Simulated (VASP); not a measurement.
# Te2Mo in VASP: further runs

Aim: see how the results for Te2Mo move with the level of theory and the settings. Levels: PBE, r2SCAN. Tasks: single point.

Everything below comes from runs of VASP 6.6.1. Logs are shortened: lines on timing, memory, paths and dates and some standing lists are left out, and cuts for length are marked.

**Measured values to compare with.**

From “Broadband infrared study of pressure-tunable Fano resonance and metallization transition in 2H-MoTe2”, 2022, pmc:9569381, for a bulk crystal of Te2Mo at 300 K: band gap 0.88 ± 0.05 eV (indirect).

How close the calculation comes is told below.

### 1 The cell of the first run

Symmetry: Cmcm, No. 63, orthorhombic system. Conventional cell: a = 3.542 Å, b = 5.891 Å, c = 14.177 Å, α = 90.00°, β = 90.00°, γ = 90.00°. Within 3.5 Å of Te (site symmetry m) lie 3 Mo at 2.69 to 2.71 Å and 4 Te at 3.44 Å. Mo (site symmetry m2m) has 6 Te at 2.69 to 2.71 Å and 4 Mo at 3.44 Å within 3.5 Å.

### 2 Single point, PBE (uniaxial y strain -4.0%)

INCAR reads:

```
PREC = Accurate
ENCUT = 520
EDIFF = 1E-7
ISMEAR = -1
SIGMA = 0.02
LREAL = False
LASPH = True
NELM = 60
ALGO = Normal
ISIF = 2
LWAVE = False
LCHARG = True
GGA = PE
LELF = True
LVHAR = True
NBANDS = 35
```

KPOINTS reads:

```
regular mesh
0
Gamma
  12 12 2
```

POSCAR reads:

```
Te2Mo
1.0
    3.5421276173      0.0000000000      0.0000000000
   -1.7710638086      2.9454831146      0.0000000000
    0.0000000000      0.0000000000     14.1766429953
Te Mo
4 2
Direct
    0.3301403253      0.6602806505      0.6217152401
    0.6698596747      0.3397193495      0.1217152401
    0.3301403253      0.6602806505      0.8782847599
    0.6698596747      0.3397193495      0.3782847599
    0.3332220777      0.6664441555      0.2500000000
    0.6667779223      0.3335558445      0.7500000000
```

Potentials or basis: VASP PAW PBE potentials, release 64 (Te, Mo_sv).

Started as:

```sh
$ cat potpaw_PBE.64/Te/POTCAR potpaw_PBE.64/Mo_sv/POTCAR > POTCAR
$ mpirun -np 1 vasp_std > vasp.out
```

OUTCAR:

```text
PREC = Accurate
   ENCUT = 520
   EDIFF = 1E-7
   ISMEAR = -1
   LREAL = False
   LASPH = True
   NELM = 60
   ISIF = 2
   GGA = PE

 ion  position               nearest neighbor table
   1  0.330  0.660  0.622-   6 2.69   6 2.71   6 2.71   3 3.64
   2  0.670  0.340  0.122-   5 2.69   5 2.71   5 2.71   4 3.64
   3  0.330  0.660  0.878-   6 2.69   6 2.71   6 2.71   1 3.64
   4  0.670  0.340  0.378-   5 2.69   5 2.71   5 2.71   2 3.64
   5  0.333  0.666  0.250-   2 2.69   4 2.69   2 2.71   4 2.71   2 2.71   4 2.71
   6  0.667  0.334  0.750-   1 2.69   3 2.69   1 2.71   3 2.71   1 2.71   3 2.71

  Warning from LATTYP: Monoclinic adjustment (A1->A3, A2->A1, A3->A2)!
  LATTYP: Found a base centered orthorhombic cell.
 ALAT       =     3.5421276173
 B/A-ratio  =     1.6631151855
 C/A-ratio  =     4.0022959438

  Lattice vectors:

 A1 = (   1.7710638086,  -2.9454831146,   0.0000000000)
 A2 = (   1.7710638087,   2.9454831146,   0.0000000000)
 A3 = (   0.0000000000,   0.0000000000,  14.1766429953)

Analysis of symmetry for initial positions (statically):
=====================================================================
 Subroutine PRICEL returns:
 Original cell was already a primitive cell.

 Routine SETGRP: Setting up the symmetry group for a
 base centered orthorhombic supercell.

 Subroutine GETGRP returns: Found  8 space group operations
 (whereof  4 operations were pure point group operations)
 out of a pool of  8 trial point group operations.

The static configuration has the point symmetry C_2h.
 The point group associated with its full space group is D_2h.

Analysis of symmetry for dynamics (positions and initial velocities):
=====================================================================
 Subroutine PRICEL returns:
 Original cell was already a primitive cell.

 Routine SETGRP: Setting up the symmetry group for a
 base centered orthorhombic supercell.

 Subroutine GETGRP returns: Found  8 space group operations
 (whereof  4 operations were pure point group operations)
 out of a pool of  8 trial point group operations.

The dynamic configuration has the point symmetry C_2h.
 The point group associated with its full space group is D_2h.

 Subroutine INISYM returns: Found  8 space group operations
 (whereof  4 operations are pure point group operations),
 and found     1 'primitive' translations

----------------------------------------------------------------------------------------

                                     Primitive cell

  volume of cell :     147.9088

  direct lattice vectors                    reciprocal lattice vectors
     3.542127617  0.000000000  0.000000000     0.282316198  0.169751440  0.000000000
    -1.771063809  2.945483115  0.000000000     0.000000000  0.339502880  0.000000000
     0.000000000  0.000000000 14.176642995     0.000000000  0.000000000  0.070538561

  length of vectors
     3.542127617  3.436937269 14.176642995     0.329420684  0.339502880  0.070538561

  position of ions in fractional coordinates (direct lattice)
     0.330140325  0.660280650  0.621715240
     0.669859675  0.339719350  0.121715240
     0.330140325  0.660280650  0.878284760
     0.669859675  0.339719350  0.378284760
     0.333222078  0.666444156  0.250000000
     0.666777922  0.333555844  0.750000000

  ion indices of the primitive-cell ions
   primitive index   ion index
                 1           1
                 2           2
                 3           3
                 4           4
                 5           5
                 6           6

----------------------------------------------------------------------------------------

 KPOINTS: regular mesh

Automatic generation of k-mesh.
 Grid dimensions read from file:
 generate k-points for:   12   12    2

 Generating k-lattice:

  Cartesian coordinates                     Fractional coordinates (reciprocal lattice)
     0.023526350  0.014145953  0.000000000     0.083333333  0.000000000  0.000000000
     0.000000000  0.028291907  0.000000000     0.000000000  0.083333333  0.000000000
     0.000000000  0.000000000  0.035269281     0.000000000  0.000000000  0.500000000

  Length of vectors
     0.027451724  0.028291907  0.035269281

  Shift w.r.t. Gamma in fractional coordinates (k-lattice)
     0.000000000  0.000000000  0.000000000

 Subroutine IBZKPT returns following result:
 ===========================================

 Found     86 irreducible k-points:

 Following reciprocal coordinates:
            Coordinates               Weight
  0.000000  0.000000  0.000000      1.000000
  0.083333  0.000000  0.000000      4.000000
  0.166667 -0.000000  0.000000      4.000000
  0.250000 -0.000000  0.000000      4.000000
  0.333333 -0.000000  0.000000      4.000000
  0.416667  0.000000  0.000000      4.000000
[... 16 lines left out ...]
  0.333333  0.166667  0.000000      4.000000
  0.416667  0.166667  0.000000      4.000000
 [... further k-points ...]
   k-points           NKPTS =     86   k-points in BZ     NKDIM =     86   number of bands    NBANDS=     35
   number of dos      NEDOS =    301   number of ions     NIONS =      6
   total plane-waves  NPLWV =  84672
   dimension x,y,z NGX =    28 NGY =   28 NGZ =  108
   dimension x,y,z NGXF=    56 NGYF=   56 NGZF=  216
   ions per type =               4   2
   NGX,Y,Z   is equivalent  to a cutoff of  13.14, 13.54, 12.66 a.u.
   NGXF,Y,Z  is equivalent  to a cutoff of  26.28, 27.09, 25.33 a.u.
 SYSTEM =  unknown system
   PREC   = accura    normal or accurate (medium, high low for compatibility)
   ISTART =      0    job   : 0-new  1-cont  2-samecut
   ICHARG =      2    charge: 1-file 2-atom 10-const
   ISPIN  =      1    spin polarized calculation?
   LNONCOLLINEAR =      F non collinear calculations
   LSORBIT =      F    spin-orbit coupling
   LASPH  =      T    aspherical Exc in radial PAW
   ENCUT  =  520.0 eV  38.22 Ry    6.18 a.u.   6.59  6.39 26.36*2*pi/ulx,y,z
   NELM   =     60;   NELMIN=  2; NELMDL= -5     # of ELM steps
   EDIFF  = 0.1E-06   stopping-criterion for ELM
   LREAL  =      F    real-space projection
   EDIFFG = 0.1E-05   stopping-criterion for IOM
   NSW    =      0    number of steps for IOM
   IBRION =     -1    ionic relax: 0-MD 1-quasi-New 2-CG
   NFREE  =      0    steps in history (QN), initial steepest desc. (CG)
   ISIF   =      2    stress and relaxation
   ISYM   =      2    0-nonsym 1-usesym 2-fastsym
   POTIM  = 0.5000    time-step for ionic-motion
   TEBEG  =    0.0;   TEEND  =   0.0 temperature during run
   PSTRESS=    0.0 pullay stress
   NELECT =      52.0000    total number of electrons
   NUPDOWN=      -1.0000    fix difference up-down
   EMIN   =  10.00;   EMAX   =-10.00  energy-range for DOS
   EFERMI =   0.00;   METHOD = LEGACY
   ISMEAR =    -1;   SIGMA  =   0.02  broadening in eV -4-tet -1-fermi 0-gaus
   EFERMI_NEDOS =   21; number of points for ismear=-14 and -15
   IALGO  =     38    algorithm
   IMIX   =      4    mixing-type and parameters
     AMIX     =   0.40;   BMIX     =  1.00
     AMIX_MAG =   1.60;   BMIX_MAG =  1.00
  volume/ion in A,a.u.               =      24.65       166.36
  Fermi-wavevector in a.u.,A,eV,Ry     =   1.155432  2.183451 18.164107  1.335024
  Thomas-Fermi vector in A             =   2.292061
   LORBIT       =      0    0 simple, 1 ext, 2 COOP (PROOUT), +10 PAW based schemes
   GGA     = PE    functional components
   LHFCALC =     F    Hartree Fock is set to
   AEXX    =    0.0000 exact exchange contribution
   IVDW    =     0    specifies the selected vdW correction
   LEPSILON=     F    determine dielectric tensor
   LRPA    =     F    only Hartree local field effects (RPA)
 non-spin polarized calculation
  energy-cutoff  :      520.00
  volume of cell :      147.91
 maximum number of plane-waves:      4041
 NGX is ok and might be reduce to    28
   NGX = 13   NGY = 13   NGZ = 53

 number of electron      52.0000002 magnetization

 Free energy of the ion-electron system (eV)
  ---------------------------------------------------
  ext. energy  EPLUGINS =         0.00000000
  ---------------------------------------------------
  free energy    TOTEN  =       -35.89077627 eV

  energy without entropy =      -35.89077627  energy(sigma->0) =      -35.89077627

 E-fermi :   8.6481     XC(G=0): -10.4919

 val. band max:        8.2718220595   @ k =   0.5000  -0.0000   0.0000
 cond. band min:       9.0330999320   @ k =   0.1667   0.2500   0.0000
 fundamental gap:      0.7612778725
 Fermi energy:         8.6481461105

 k-point     1 :       0.0000    0.0000    0.0000
  band No.  band energies     occupation
      1     -52.4542      2.00000
      2     -52.4542      2.00000
      3     -26.6527      2.00000
      4     -26.6527      2.00000
      5     -26.5102      2.00000
      6     -26.5102      2.00000
[... 27 lines left out ...]
     34      12.0225      0.00000
     35      14.1204      0.00000

 k-point     2 :       0.0833    0.0000    0.0000
  band No.  band energies     occupation
      1     -52.4535      2.00000
      2     -52.4535      2.00000
      3     -26.6506      2.00000
      4     -26.6505      2.00000
      5     -26.5176      2.00000
      6     -26.5176      2.00000
[... 27 lines left out ...]
     34      11.7547      0.00000
     35      14.4977      0.00000

 k-point     3 :       0.1667   -0.0000    0.0000
  band No.  band energies     occupation
      1     -52.4514      2.00000
      2     -52.4514      2.00000
      3     -26.6447      2.00000
      4     -26.6446      2.00000
      5     -26.5400      2.00000
      6     -26.5400      2.00000
[... 27 lines left out ...]
     34      11.8968      0.00000
     35      14.6835      0.00000

 k-point     4 :       0.2500   -0.0000    0.0000
  band No.  band energies     occupation
      1     -52.4486      2.00000
      2     -52.4486      2.00000
      3     -26.6366      2.00000
      4     -26.6366      2.00000
      5     -26.5732      2.00000
      6     -26.5732      2.00000
[... 27 lines left out ...]
     34      12.0988      0.00000
     35      14.5853      0.00000

 k-point     5 :       0.3333   -0.0000    0.0000
  band No.  band energies     occupation
      1     -52.4458      2.00000
      2     -52.4458      2.00000
      3     -26.6285      2.00000
      4     -26.6285      2.00000
      5     -26.6079      2.00000
      6     -26.6079      2.00000
[... 638 lines left out ...]
 k-point    22 :       0.2500    0.1667    0.0000
  band No.  band energies     occupation
      1     -52.4440      2.00000
      2     -52.4440      2.00000
      3     -26.6242      2.00000
      4     -26.6242      2.00000
      5     -26.6037      2.00000
      6     -26.6037      2.00000
[... 27 lines left out ...]
     34      12.5435      0.00000
     35      13.5219      0.00000

 k-point    23 :       0.3333    0.1667    0.0000
  band No.  band energies     occupation
      1     -52.4424      2.00000
      2     -52.4424      2.00000
      3     -26.6243      2.00000
      4     -26.6243      2.00000
      5     -26.6194      2.00000
      6     -26.6194      2.00000
[... 27 lines left out ...]
     34      12.6154      0.00000
     35      12.6646      0.00000

 k-point    24 :       0.4167    0.1667    0.0000
  band No.  band energies     occupation
      1     -52.4421      2.00000
      2     -52.4420      2.00000
      3     -26.6313      2.00000
      4     -26.6313      2.00000
      5     -26.6180      2.00000
      6     -26.6180      2.00000
[... 27 lines left out ...]
     34      12.6005      0.00000
     35      12.6507      0.00000

 [... further k-points ...]
[... 5 lines left out ...]
  --------------------------------------------------------------------------------------
  -------------------------------------------------------------------------------------
  Total        2.7600609      6.5747868      3.2187900      0.0000000     -0.0000000      0.0000000
  in kB       29.8975158     71.2193676     34.8665584      0.0000000     -0.0000000      0.0000000
  external PRESSURE =      45.3278139 kB  Pullay stress =       0.0000000 kB

 VOLUME and BASIS-vectors are now :
 -----------------------------------------------------------------------------
  energy-cutoff  :      520.00
  volume of cell :      147.91
      direct lattice vectors                 reciprocal lattice vectors
     3.542127617  0.000000000  0.000000000     0.282316198  0.169751440  0.000000000
    -1.771063809  2.945483115  0.000000000     0.000000000  0.339502880  0.000000000
     0.000000000  0.000000000 14.176642995     0.000000000  0.000000000  0.070538561

 POSITION                                       TOTAL-FORCE (eV/Angst)
 -----------------------------------------------------------------------------------
      0.00000      1.94485      8.81384        -0.000000     -0.013997     -0.231400
      1.77106      1.00064      1.72551         0.000000      0.013997     -0.231400
      0.00000      1.94485     12.45113        -0.000000     -0.013997      0.231400
      1.77106      1.00064      5.36281         0.000000      0.013997      0.231400
     -0.00000      1.96300      3.54416        -0.000000     -0.029557     -0.000000
      1.77106      0.98248     10.63248         0.000000      0.029557      0.000000
 -----------------------------------------------------------------------------------
    total drift:                                0.000000      0.000000      0.000000

  FREE ENERGIE OF THE ION-ELECTRON SYSTEM (eV)
  ---------------------------------------------------
  free  energy   TOTEN  =       -35.8907762663 eV

  energy  without entropy=      -35.8907762662  energy(sigma->0) =      -35.89077627
```

Wall time 7.9 min (1 thread of Intel Xeon Platinum 8259CL at 2.50GHz (Skylake/Cascade Lake), shared host); peak memory 0.52 GiB.

What came out:

```yaml
Free_energy: -35.8908 eV
Pressure: 4.5 GPa
Largest_force: 0.232 eV/Å
Band_gap_on_the_k_mesh: 0.76 eV, indirect (least direct gap 1.14 eV)
```

Forces on the atoms (eV/Å):
```
Te   0.000 -0.014 -0.231
Te   0.000  0.014 -0.231
Te   0.000 -0.014  0.231
Te   0.000  0.014  0.231
Mo   0.000 -0.030  0.000
Mo   0.000  0.030  0.000
```

Stress tensor (GPa, compression positive):
```
2.99 0.00 0.00
0.00 7.12 0.00
0.00 0.00 3.49
```

Caveat: the cell differs from its parent crystal (uniaxial y strain -4.0%); spin-orbit coupling is left out, which moves the levels of the heavy elements; this functional lacks dispersion, which binds the layers, so the pressure and a relaxed spacing across them are unreliable. A k mesh can miss the band edges.

### 3 Single point, PBE (uniaxial z strain -5.3%)

INCAR reads:

```
SYSTEM = Te2Mo
PREC = Accurate
ENCUT = 520
EDIFF = 1E-6
ISMEAR = -1
SIGMA = 0.02
LREAL = .FALSE.
LASPH = .TRUE.
NELM = 60
ALGO = Normal
ISIF = 2
LWAVE = .FALSE.
LCHARG = .FALSE.
GGA = PE
NBANDS = 35
```

KPOINTS reads:

```
Automatic mesh
0
G
  12 12 2
  0 0 0
```

POSCAR reads:

```
Te2Mo
1.0
    3.5421276173      0.0000000000      0.0000000000
   -1.7710638086      3.0675725001      0.0000000000
    0.0000000000      0.0000000000     13.4266985809
Te Mo
4 2
Direct
    0.3333333333      0.6666666667      0.6174390387
    0.6666666667      0.3333333333      0.1174390387
    0.3333333333      0.6666666667      0.8825609613
    0.6666666667      0.3333333333      0.3825609613
    0.3333333333      0.6666666667      0.2500000000
    0.6666666667      0.3333333333      0.7500000000
```

Potentials or basis: VASP PAW PBE potentials, release 64 (Te, Mo_sv).

Started as:

```sh
$ cat potpaw_PBE.64/Te/POTCAR potpaw_PBE.64/Mo_sv/POTCAR > POTCAR
$ mpirun -np 1 vasp_std > vasp.out
```

Wall time 5.2 min (1 thread of AMD EPYC 7R13, shared host); peak memory 0.32 GiB.

It converged, with:

```
Free energy            : -35.8866 eV
Pressure               : 3.7 GPa
Largest force          : 0.261 eV/Å
Band gap on the k mesh : 0.47 eV, indirect (least direct gap 0.95 eV)
```

Forces on the atoms (eV/Å):
```
Te   0.000  0.000 -0.261
Te   0.000  0.000 -0.261
Te   0.000  0.000  0.261
Te   0.000  0.000  0.261
Mo   0.000  0.000  0.000
Mo   0.000  0.000  0.000
```

Stress tensor (GPa, compression positive):
```
2.46 0.00 0.00
0.00 2.46 0.00
0.00 0.00 6.26
```

Levels at points of the mesh, in eV from the valence-band top:
| k point | band 24 | band 25 | band 26 | band 27 | band 28 | band 29 |
| --- | --- | --- | --- | --- | --- | --- |
| (0.00, 0.00, 0.00) | -1.24 | -0.05 | -0.04 | 2.50 | 2.50 | 2.69 |
| (0.50, 0.00, 0.00) | -1.20 | -1.08 | -0.65 | 0.89 | 0.98 | 1.14 |
| (0.00, 0.00, 0.50) | -1.40 | -0.04 | -0.04 | 2.54 | 2.54 | 2.54 |
| (0.50, 0.00, 0.50) | -1.24 | -0.87 | -0.87 | 0.92 | 0.92 | 1.33 |

Caveat: the cell differs from its parent crystal (uniaxial z strain -5.3%); spin-orbit coupling is left out, which moves the levels of the heavy elements; this functional lacks dispersion, which binds the layers, so the pressure and a relaxed spacing across them are unreliable.

### 4 Single point, PBE

This run uses another cell than the first one, of 25.67 Å³/atom, 1.041 times its volume.

INCAR: that of step 3 with these lines changed.

```diff
@@ -3,3 +3,3 @@
 ENCUT = 520
-EDIFF = 1E-6
+EDIFF = 1E-7
 ISMEAR = -1
@@ -8,3 +8,3 @@
 LASPH = .TRUE.
-NELM = 60
+NELM = 80
 ALGO = Normal
```

KPOINTS is that of step 3.

POSCAR reads:

```
Te2Mo
1.0
    3.5421276173      0.0000000000      0.0000000000
   -1.7710638086      3.0675725001      0.0000000000
    0.0000000000      0.0000000000     14.1766429953
Te Mo
4 2
Direct
    0.3333333333      0.6666666667      0.6234149345
    0.6666666667      0.3333333333      0.1234149345
    0.3333333333      0.6666666667      0.8765850655
    0.6666666667      0.3333333333      0.3765850655
    0.3333333333      0.6666666667      0.2500000000
    0.6666666667      0.3333333333      0.7500000000
```

Started as:

```sh
$ cat potpaw_PBE.64/Te/POTCAR potpaw_PBE.64/Mo_sv/POTCAR > POTCAR
$ mpirun -np 1 vasp_std > vasp.out
```

Run time: 5.7 min. Hardware: 1 thread of AMD EPYC 7R13, shared host; peak memory 0.35 GiB.

Results (log left out):

```yaml
Free_energy: -36.0294 eV
Pressure: 1.9 GPa
Largest_force: 0.213 eV/Å
Band_gap_on_the_k_mesh: 0.82 eV, indirect (least direct gap 1.00 eV)
```

Forces on the atoms (eV/Å):
```
Te   0.000  0.000 -0.213
Te   0.000  0.000 -0.213
Te   0.000  0.000  0.213
Te   0.000  0.000  0.213
Mo   0.000  0.000  0.000
Mo   0.000  0.000  0.000
```

Stress tensor (GPa, compression positive):
```
1.45 0.00 0.00
0.00 1.45 0.00
0.00 0.00 2.78
```

Levels at points of the mesh, in eV from the valence-band top:
```
           k point  band 23  band 24  band 25  band 26  band 27  band 28  band 29  band 30
(0.00, 0.00, 0.00)    -1.05    -0.96    -0.40     0.00     2.87     2.87     2.97     2.97
(0.50, 0.00, 0.00)    -0.97    -0.92    -0.61    -0.39     1.22     1.27     1.46     1.73
(0.00, 0.00, 0.50)    -1.06    -1.06    -0.10    -0.10     2.90     2.90     2.90     2.90
(0.50, 0.00, 0.50)    -0.93    -0.93    -0.50    -0.50     1.25     1.25     1.61     1.61
```

Caveat: spin-orbit coupling is left out, which moves the levels of the heavy elements; this functional lacks dispersion, which binds the layers, so the pressure and a relaxed spacing across them are unreliable.

(Part 1 of 2 ends here.)
